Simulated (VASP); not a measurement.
GaP4:

```xyz
5
Lattice="5.6433 0.0000 0.0000 0.0000 5.6433 0.0000 0.0000 0.0000 2.5833" Properties=species:S:1:pos:R:3 pbc="T T T"
Ga    0.0000    0.0000    0.0000
P     4.5051    2.8216    0.0000
P     1.1382    2.8216    0.0000
P     2.8216    4.5051    0.0000
P     2.8216    1.1382    0.0000
```

- Program: VASP 6.6.1
- Task: relaxation of cell and atoms
- Functional: PBE
- Potentials or basis: VASP PAW PBE potentials, release 64 (Ga_d, P)
- Cutoff: 600 eV
- k mesh: 4 × 4 × 6
- Occupations: gaussian, width 0.1 eV
- Spin: no spin polarisation

At the start: pressure 0.0 GPa; volume 16.45 Å³/atom.

Where does the relaxation end?

Over 10 steps the energy falls by 38.8 meV/atom and the volume is 16.67 Å³/atom (+1.3 %); space group P4/mmm (No. 123, to 0.05 Å).

The path:
```
step  energy change (eV)  largest force (eV/Å)  pressure (GPa)  volume (Å³)
   1              0.0000                0.2476            0.01        82.27
   2             -0.1022                0.0610           -0.10        82.21
   3             -0.1857                0.0969            1.04        82.05
   4              0.1068                0.0226            2.64        81.42
   5             -0.1873                0.1184            1.30        82.01
   6             -0.1875                0.1164            1.23        82.02
   7             -0.1929                0.0105           -0.40        83.82
   8             -0.1939                0.0412            0.04        83.32
   9             -0.1941                0.0172           -0.16        83.40
  10             -0.1942                0.0264           -0.09        83.37
```

Final structure:
```cif
data_structure
_symmetry_space_group_name_H-M 'P 1'
_symmetry_Int_Tables_number 1
_cell_length_a 5.8669
_cell_length_b 5.8669
_cell_length_c 2.4222
_cell_angle_alpha 90.000
_cell_angle_beta 90.000
_cell_angle_gamma 90.000
_cell_volume 83.37
loop_
_atom_site_label
_atom_site_type_symbol
_atom_site_fract_x
_atom_site_fract_y
_atom_site_fract_z
_atom_site_occupancy
Ga1 Ga 0.00000 0.00000 0.00000 1
P1 P 0.79516 0.50000 0.00000 1
P2 P 0.20484 0.50000 0.00000 1
P3 P 0.50000 0.79516 0.00000 1
P4 P 0.50000 0.20484 0.00000 1
```

Caveat: the k points lie up to 0.43 Å⁻¹ apart in the final cell.
